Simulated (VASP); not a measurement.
Set up this calculation in VASP 6.6.1, as the native input.

```yaml
Task: single point
Functional: PBE
Potentials_or_basis: VASP PAW PBE potentials, release 64 (In_d, Cu)
Cutoff: 520 eV
k_mesh: 4 × 4 × 4
Occupations: gaussian, width 0.1 eV
Spin: no spin polarisation
Dipole_correction: no
Further_INCAR_settings: ALGO = Fast; EDIFF = 1e-07; NBANDS = 33
```

The structure of In3Cu lies in POSCAR:

```
In3Cu
1.0
    4.4827670000      0.0000000000      0.0000000000
    0.0000000000      4.4827670000      0.0000000000
    0.0000000000      0.0000000000      4.4827670000
In Cu
3 1
Direct
    0.0000000000      0.5000000000      0.5000000000
    0.5000000000      0.0000000000      0.5000000000
    0.5000000000      0.5000000000      0.0000000000
    0.0000000000      0.0000000000      0.0000000000
```

These files were run (other wordings do the same):

INCAR

```
SYSTEM = In3Cu
  ALGO = Fast
  EDIFF = 1E-7
  ENCUT = 520
  GGA = PE
  ISIF = 2
  ISMEAR = 0
  LASPH = .TRUE.
  LCHARG = .FALSE.
  LREAL = .FALSE.
  LWAVE = .FALSE.
  NBANDS = 33
  NELM = 60
  PREC = Accurate
  SIGMA = 0.1
```

KPOINTS

```
k-points
0
G
  4 4 4
  0 0 0
```

Potentials or basis: VASP PAW PBE potentials, release 64 (In_d, Cu).

Run with:

```sh
$ cat potpaw_PBE.64/In_d/POTCAR potpaw_PBE.64/Cu/POTCAR > POTCAR
$ mpirun -np 1 vasp_std > vasp.out
```

Results of the run:

The pressure is 1.1 GPa and the band gap on the k mesh is zero (band 25 reaches 9.83 eV, above the bottom of band 26 at 5.68 eV).

Caveat: spin-orbit coupling is left out, which moves the levels of the heavy elements.

It took 50 s on 1 thread of Intel(R) Xeon(R) 6975P-C (Granite Rapids) (shared host), peak memory 0.2 GiB.
